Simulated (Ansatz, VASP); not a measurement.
## PbS, level by level in two programs

```
CELL_PARAMETERS angstrom
3.57907 0.00000 0.00000
0.00000 3.57907 0.00000
0.00000 0.00000 3.57907
ATOMIC_POSITIONS crystal
Pb 0.00000 0.00000 0.00000
S 0.50000 0.50000 0.50000
```

Single points on this cell with VASP 6.6.1 and Ansatz 0.2.0. Each row is one pair of runs. Alike in all rows: spin: off; smearing: fermi-dirac, width 0.05 eV.

```tsv
level	k mesh	VASP's potentials, cutoff	Ansatz's potentials, cutoff	gap on the k mesh at the Fermi level (eV), VASP	gap on the k mesh at the Fermi level (eV), Ansatz	pressure (GPa), VASP	pressure (GPa), Ansatz
r2SCAN	7 × 7 × 7	VASP PAW PBE potentials, release 64 (Pb_d, S), 550 eV	Ansatz PAW, 500 eV	-	-	3.3	3.3
LDA	7 × 7 × 7	VASP PAW LDA potentials, release 64 (Pb_d, S), 520 eV	Ansatz PAW, 420 eV	none	none	-2.2	-2.2
PBEsol	7 × 7 × 7	VASP PAW PBE potentials, release 64 (Pb_d, S), 520 eV	Ansatz PAW, 420 eV	none	none	-0.4	-0.3
PBE0	4 × 4 × 4	VASP PAW PBE potentials, release 64 (Pb_d, S), 520 eV	Ansatz PAW, 420 eV	none	none	1.1	1.3
```

Pressure (GPa): the two programs differ by at most 0.27.

A gap of «none» marks a metal or a gap that the smearing closes.

The k mesh is coarse in some rows, so the values compare programs but aren't converged. Neither program's run includes spin-orbit coupling.
